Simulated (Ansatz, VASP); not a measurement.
This is a calculation of TaN for VASP 6.6.1.

INCAR

```
SYSTEM = TaN
  ALGO = Normal
  EDIFF = 1E-6
  ENCUT = 520
  GGA = PS
  ISIF = 2
  ISMEAR = -1
  LASPH = .True.
  LCHARG = .True.
  LELF = .True.
  LREAL = .False.
  LVHAR = .True.
  LWAVE = .False.
  NBANDS = 15
  NELM = 60
  PREC = Accurate
  SIGMA = 0.03
```

Contents of KPOINTS:

```
k-points
0
Gamma
  6 6 6
  0 0 0
```

File POSCAR:

```
TaN
1.0
    0.0000000000      2.2113230000      2.2113230000
    2.2113230000      0.0000000000      2.2113230000
    2.2113230000      2.2113230000      0.0000000000
Ta N
1 1
Direct
    0.5000000000      0.5000000000      0.5000000000
    0.0000000000      0.0000000000      0.0000000000
```

Potentials or basis: VASP PAW PBE potentials, release 64 (Ta_pv, N).

Command:

```sh
$ cat potpaw_PBE.64/Ta_pv/POTCAR potpaw_PBE.64/N/POTCAR > POTCAR
$ mpirun -np 1 vasp_std > vasp.out
```

Task: Set up the same calculation for Ansatz 0.2.0. Potentials there: all-electron LAPW, scalar-relativistic.

Result: As run (the cutoff follows the program's own potentials):

The input input.yaml:

```yaml
crystal:
  lattice:
    - [0.0, 2.211323, 2.211323]
    - [2.211323, 0.0, 2.211323]
    - [2.211323, 2.211323, 0.0]
  atoms:
    - { symbol: Ta, position: [0.5, 0.5, 0.5] }
    - { symbol: "N", position: [0.0, 0.0, 0.0] }
kpoints:
  mp_grid: { grid: [6, 6, 6] }
scf:
  occupations: { method: fermi_dirac, width: 0.03 }
hamiltonian:
  xc: pbesol
  pseudopotentials: { kind: all_electron, lapw: { basis_error: 0.001 } }
output:
  forces: true
  stress: true
  eigenvalues: true
```

Potentials or basis: all-electron LAPW, scalar-relativistic.

Launch:

```console
$ ansatz run input.yaml --threads 1 --pin off --max-ram 3072MiB --backend cpu --events-out ev --progress --plain --runs-dir out
```

Both were run:

|  | VASP | Ansatz | Ansatz less VASP |
| --- | --- | --- | --- |
| gap on the k mesh at the Fermi level (eV) | none | none | - |
| pressure (GPa) | -9.3 | -10.1 | -0.76 |

VASP's potentials were made for PBE, not for PBEsol. A gap of «none» marks a metal or a gap that the smearing closes. Ansatz ran all-electron here, and VASP with PAW potentials.

The k mesh is coarse, so the values compare programs but aren't converged. Spin-orbit coupling is off throughout. Noted on Ansatz's run: the k mesh is thin for a metal, which can move the energy by tens of meV per atom.
